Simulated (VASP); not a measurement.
Input of a VASP 6.6.1 run:

Contents of INCAR:

```
ALGO = Normal ; EDIFF = 1E-6
ENCUT = 520 ; GGA = PE
ISIF = 2 ; ISMEAR = 0
LASPH = True ; LCHARG = False
LREAL = False ; LWAVE = False
NBANDS = 35 ; NELM = 100
PREC = Accurate ; SIGMA = 0.05
```

Contents of KPOINTS:

```
k-points
0
Gamma
  6 6 8
```

Contents of POSCAR:

```
SnO2
1.0
    4.7373500000      0.0000000000      0.0000000000
    0.0000000000      4.7373500000      0.0000000000
    0.0000000000      0.0000000000      3.1864000000
Sn O
2 4
Direct
    0.0335839712      0.0335839712      0.0000000000
    0.5000000000      0.5000000000      0.5000000000
    0.3056200000      0.3056200000      0.0000000000
    0.1943800000      0.8056200000      0.5000000000
    0.6943800000      0.6943800000      0.0000000000
    0.8056200000      0.1943800000      0.5000000000
```

Potentials or basis: VASP PAW PBE potentials, release 64 (Sn_d, O).

The run is started by

```sh
$ cat potpaw_PBE.64/Sn_d/POTCAR potpaw_PBE.64/O/POTCAR > POTCAR
$ mpirun -np 1 vasp_std > vasp.out
```

(1) What does it give for the largest force?

(2) What does it give for the pressure?

Results:

(1) 6.905 eV/Å.

(2) 15.7 GPa.

Caveat: the cell differs from its parent crystal (atom 1 (Sn) moved +0.225 Å towards its neighbour atom 3 (O) at 2.048 Å); the cell stands under pressure; forces of over 1 eV/Å act on the atoms, so gaps and moduli don't describe the material at rest.
